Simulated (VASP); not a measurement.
# TiNi in VASP: notebook, part 2 of 3

VASP 6.6.1. The steps go on from the part before.

## Step 3: Single point, PBEsol (biaxial strain in the a-b plane: -3.0 %)

Input file INCAR:

```
PREC = Accurate ; ENCUT = 520
EDIFF = 1E-6 ; ISMEAR = 0
SIGMA = 0.1 ; LREAL = F
LASPH = T ; NELM = 100
ALGO = Fast ; ISIF = 2
LWAVE = F ; LCHARG = F
GGA = PS ; NBANDS = 18
```

Input file KPOINTS:

```
regular mesh
0
Gamma
  18 18 18
```

Input file POSCAR:

```
TiNi
1.0
    2.8817448988      0.0000000000      0.0000000000
    0.0000000000      2.8817448988      0.0000000000
    0.0000000000      0.0000000000      3.0243467082
Ti Ni
1 1
Direct
    0.5000000000      0.5000000000      0.5000000000
    0.0000000000      0.0000000000      0.0000000000
```

Potentials or basis: VASP PAW PBE potentials, release 64 (Ti_sv, Ni).

On the command line:

```console
$ cat potpaw_PBE.64/Ti_sv/POTCAR potpaw_PBE.64/Ni/POTCAR > POTCAR
$ mpirun -np 1 vasp_std > vasp.out
```

OUTCAR:

```text
PREC = Accurate
   ENCUT = 520
   EDIFF = 1E-6
   ISMEAR = 0
   LREAL = F
   LASPH = T
   NELM = 100
   ISIF = 2
   GGA = PS

 ion  position               nearest neighbor table
   1  0.500  0.500  0.500-   2 2.54   2 2.54   2 2.54   2 2.54   2 2.54   2 2.54   2 2.54   2 2.54

   2  0.000  0.000  0.000-   1 2.54   1 2.54   1 2.54   1 2.54   1 2.54   1 2.54   1 2.54   1 2.54

  LATTYP: Found a simple tetragonal cell.
 ALAT       =     2.8817448988
 C/A-ratio  =     1.0494845361

  Lattice vectors:

 A1 = (   2.8817448988,   0.0000000000,   0.0000000000)
 A2 = (   0.0000000000,   2.8817448988,   0.0000000000)
 A3 = (   0.0000000000,   0.0000000000,   3.0243467082)

Analysis of symmetry for initial positions (statically):
=====================================================================
 Subroutine PRICEL returns:
 Original cell was already a primitive cell.

 Routine SETGRP: Setting up the symmetry group for a
 simple tetragonal supercell.

 Subroutine GETGRP returns: Found 16 space group operations
 (whereof 16 operations were pure point group operations)
 out of a pool of 16 trial point group operations.

The static configuration has the point symmetry D_4h.

Analysis of symmetry for dynamics (positions and initial velocities):
=====================================================================
 Subroutine PRICEL returns:
 Original cell was already a primitive cell.

 Routine SETGRP: Setting up the symmetry group for a
 simple tetragonal supercell.

 Subroutine GETGRP returns: Found 16 space group operations
 (whereof 16 operations were pure point group operations)
 out of a pool of 16 trial point group operations.

The dynamic configuration has the point symmetry D_4h.

 Subroutine INISYM returns: Found 16 space group operations
 (whereof 16 operations are pure point group operations),
 and found     1 'primitive' translations

----------------------------------------------------------------------------------------

[... 107 lines left out ...]
   ISMEAR =     0;   SIGMA  =   0.10  broadening in eV -4-tet -1-fermi 0-gaus
   EFERMI_NEDOS =   21; number of points for ismear=-14 and -15
   IALGO  =     68    algorithm
   IMIX   =      4    mixing-type and parameters
     AMIX     =   0.40;   BMIX     =  1.00
     AMIX_MAG =   1.60;   BMIX_MAG =  1.00
  volume/ion in A,a.u.               =      12.56        84.74
  Fermi-wavevector in a.u.,A,eV,Ry     =   1.566396  2.960059 33.383198  2.453596
  Thomas-Fermi vector in A             =   2.668730
   LORBIT       =      0    0 simple, 1 ext, 2 COOP (PROOUT), +10 PAW based schemes
   GGA     = PS    functional components
   LHFCALC =     F    Hartree Fock is set to
   AEXX    =    0.0000 exact exchange contribution
   IVDW    =     0    specifies the selected vdW correction
   LEPSILON=     F    determine dielectric tensor
   LRPA    =     F    only Hartree local field effects (RPA)
 non-spin polarized calculation
 RMM-DIIS sequential band-by-band and
 Gauss-broadening in eV      SIGMA  =   0.10
  energy-cutoff  :      520.00
  volume of cell :       25.12
 maximum number of plane-waves:       699
 NGX is ok and might be reduce to    24
   NGX = 11   NGY = 11   NGZ = 11

 number of electron      22.0000008 magnetization

 Free energy of the ion-electron system (eV)
  ---------------------------------------------------
  ext. energy  EPLUGINS =         0.00000000
  ---------------------------------------------------
  free energy    TOTEN  =       -15.18277357 eV

  energy without entropy =      -15.17043653  energy(sigma->0) =      -15.17660505

 E-fermi :  10.2559     XC(G=0): -12.9930

 val. band max:       10.2549807150   @ k =   0.3889   0.1667   0.5000
 cond. band min:      10.2566885948   @ k =   0.3333   0.1111   0.1111
 fundamental gap:      0.0017078799
 Fermi energy:        10.2559348677

 k-point     1 :       0.0000    0.0000    0.0000
  band No.  band energies     occupation
      1     -46.5605      2.00000
      2     -22.7885      2.00000
      3     -22.7032      2.00000
      4     -22.7032      2.00000
      5       2.1560      2.00000
      6       5.9718      2.00000
[... 481 lines left out ...]
      5       4.4800      2.00000
      6       6.7197      2.00000
[... 10 lines left out ...]
     17      22.0778      0.00000
     18      22.8126      0.00000

 [... further k-points ...]
[... 5 lines left out ...]
  --------------------------------------------------------------------------------------
  -------------------------------------------------------------------------------------
  Total        1.2798213      1.2798213      1.1177249      0.0000000      0.0000000      0.0000000
  in kB       81.6426829     81.6426829     71.3021897      0.0000000      0.0000000      0.0000000
  external PRESSURE =      78.1958518 kB  Pullay stress =       0.0000000 kB

 VOLUME and BASIS-vectors are now :
 -----------------------------------------------------------------------------
  energy-cutoff  :      520.00
  volume of cell :       25.12
      direct lattice vectors                 reciprocal lattice vectors
     2.881744899  0.000000000  0.000000000     0.347011979  0.000000000  0.000000000
     0.000000000  2.881744899  0.000000000     0.000000000  0.347011979  0.000000000
     0.000000000  0.000000000  3.024346708     0.000000000  0.000000000  0.330649921

 POSITION                                       TOTAL-FORCE (eV/Angst)
 -----------------------------------------------------------------------------------
      1.44087      1.44087      1.51217         0.000000      0.000000      0.000000
      0.00000      0.00000      0.00000         0.000000      0.000000      0.000000
 -----------------------------------------------------------------------------------
    total drift:                                0.000000      0.000000     -0.000000

  FREE ENERGIE OF THE ION-ELECTRON SYSTEM (eV)
  ---------------------------------------------------
  free  energy   TOTEN  =       -15.1827735745 eV

  energy  without entropy=      -15.1704365333  energy(sigma->0) =      -15.17660505
```

stdout:

```text
POSCAR found type information on POSCAR TiNi
 POSCAR found :  2 types and       2 ions
 scaLAPACK will be used
 -----------------------------------------------------------------------------
|                                                                             |
|                                                                             |
|     You enforced a specific xc type in the INCAR file but a different       |
|     I HOPE YOU KNOW WHAT YOU ARE DOING!                                     |
|                                                                             |
 -----------------------------------------------------------------------------

 LDA part: xc-table for (Slater+PW92), standard interpolation
 POSCAR, INCAR and KPOINTS ok, starting setup
 FFT: planning ... GRIDC
 FFT: planning ... GRID_SOFT
 FFT: planning ... GRID
 WAVECAR not read
 entering main loop
WARNING in EDDRMM: call to ZHEGV failed, returncode =   6  3      5
WARNING in EDDRMM: call to ZHEGV failed, returncode =   6  3      8
WARNING in EDDRMM: call to ZHEGV failed, returncode =   8  4      5
WARNING in EDDRMM: call to ZHEGV failed, returncode =   6  3      9
WARNING in EDDRMM: call to ZHEGV failed, returncode =   6  3     10
WARNING in EDDRMM: call to ZHEGV failed, returncode =   6  3      5
WARNING in EDDRMM: call to ZHEGV failed, returncode =   6  3     12
WARNING in EDDRMM: call to ZHEGV failed, returncode =   6  3      6
WARNING in EDDRMM: call to ZHEGV failed, returncode =   6  3      6
WARNING in EDDRMM: call to ZHEGV failed, returncode =   8  4     12
WARNING in EDDRMM: call to ZHEGV failed, returncode =   6  3     13
```

Run time: 5.1 min. Hardware: 1 thread of Intel Xeon 8259CL, shared host; peak memory 0.36 GiB.

What came out:

| Quantity | Value |
| --- | --- |
| Free energy | -15.1828 eV |
| Pressure | 7.8 GPa |
| Band gap on the k mesh | zero (bands 11 and 12 overlap by 2.11 eV) |

Caveat: the cell differs from its parent crystal (biaxial strain in the a-b plane: -3.0 %); the cell stands under pressure; the PAW data sets were made with another functional, which shifts forces and pressure a little.

[end of part 2 of 3]
